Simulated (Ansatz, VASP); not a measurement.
# PdPtS4: VASP beside Ansatz

```
Pd Pt S
1.0
     3.56689    0.00000    0.00000
    -1.78344    3.08902    0.00000
     0.00000    0.00000   12.89114
Pd Pt S
1 1 4
Direct
  0.00000 0.00000 0.00000
  0.00000 0.00000 0.50000
  0.33333 0.66667 0.09561
  0.33333 0.66667 0.59564
  0.66667 0.33333 0.40436
  0.66667 0.33333 0.90439
```

Alike in both runs: task single point; functional PBE; k mesh 12 × 12 × 2; occupations gaussian, width 0.02 eV; no spin polarisation.

|  | VASP | Ansatz |
| --- | --- | --- |
| version | VASP 6.6.1 | Ansatz 0.2.0 |
| potentials or method | VASP PAW PBE potentials, release 64 (Pd, Pt, S), cutoff 520 eV | scalar-relativistic, plane waves, PAW |
| valence electrons in the cell | 44 | 60 |

Ansatz gave:

```
gap on the k mesh at the Fermi level (eV)                     : 1.08
least direct gap on the mesh (eV)                             : 1.18
pressure (GPa)                                                : 0.0
traceless stress, the component that is largest in VASP (GPa) : 0.00
rms of the force components (eV/Å)                            : 0.001
```

Q: Estimate VASP's values.

A: gap on the k mesh at the Fermi level (eV): 1.08; least direct gap on the mesh (eV): 1.18; pressure (GPa): -0.3; traceless stress, the component that is largest in VASP (GPa): 0.08; rms of the force components (eV/Å): 0.015.

Atom by atom the forces differ by 0.015 eV/Å (rms over components). VASP's potentials hold 44 valence electrons a cell and Ansatz's 60, so a difference there can come from the potentials and not from the codes.

Spin-orbit coupling is off throughout.
